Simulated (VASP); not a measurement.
SiC:

```
CELL_PARAMETERS angstrom
5.16047 0.00000 0.00000
0.00000 5.16047 0.00000
0.00000 0.00000 5.16047
ATOMIC_POSITIONS crystal
Si 0.75000 0.50000 0.00000
Si 0.50000 0.00000 0.75000
Si 0.00000 0.75000 0.50000
Si 0.00000 0.25000 0.50000
Si 0.25000 0.50000 0.00000
Si 0.50000 0.00000 0.25000
C 0.50000 0.75000 0.00000
C 0.75000 0.00000 0.50000
C 0.00000 0.50000 0.75000
C 0.25000 0.00000 0.50000
C 0.00000 0.50000 0.25000
C 0.50000 0.25000 0.00000
```

* Program: VASP 6.6.1
* Task: relaxation of cell and atoms
* Functional: PBE
* Potentials or basis: VASP PAW PBE potentials, release 64 (Si, C)
* Cutoff: 600 eV
* k mesh: 4 × 4 × 4
* Occupations: gaussian, width 0.1 eV
* Spin: no spin polarisation

At the start: pressure 23.0 GPa; volume 11.45 Å³/atom.

Task: How do energy, volume and symmetry change on relaxing?

Result: Over 3 steps the energy falls by 88.5 meV/atom and the volume is 12.83 Å³/atom (+12.1 %); space group Pm-3n (No. 223, to 0.05 Å).

Step by step:
| step | energy change (eV) | largest force (eV/Å) | pressure (GPa) | volume (Å³) |
| --- | --- | --- | --- | --- |
| 1 | 0.0000 | 0.0000 | 22.96 | 137.43 |
| 2 | -0.0593 | 0.0000 | -15.32 | 172.71 |
| 3 | -1.0623 | 0.0000 | -0.34 | 153.99 |

Final structure:
```yaml
crystal:
  lattice:
    - [5.35999, 0.00000, 0.00000]
    - [0.00000, 5.35999, 0.00000]
    - [0.00000, 0.00000, 5.35999]
  atoms:
    - { symbol: Si, position: [0.75000, 0.50000, 0.00000] }
    - { symbol: Si, position: [0.50000, 0.00000, 0.75000] }
    - { symbol: Si, position: [0.00000, 0.75000, 0.50000] }
    - { symbol: Si, position: [0.00000, 0.25000, 0.50000] }
    - { symbol: Si, position: [0.25000, 0.50000, 0.00000] }
    - { symbol: Si, position: [0.50000, 0.00000, 0.25000] }
    - { symbol: C, position: [0.50000, 0.75000, 0.00000] }
    - { symbol: C, position: [0.75000, 0.00000, 0.50000] }
    - { symbol: C, position: [0.00000, 0.50000, 0.75000] }
    - { symbol: C, position: [0.25000, 0.00000, 0.50000] }
    - { symbol: C, position: [0.00000, 0.50000, 0.25000] }
    - { symbol: C, position: [0.50000, 0.25000, 0.00000] }
```
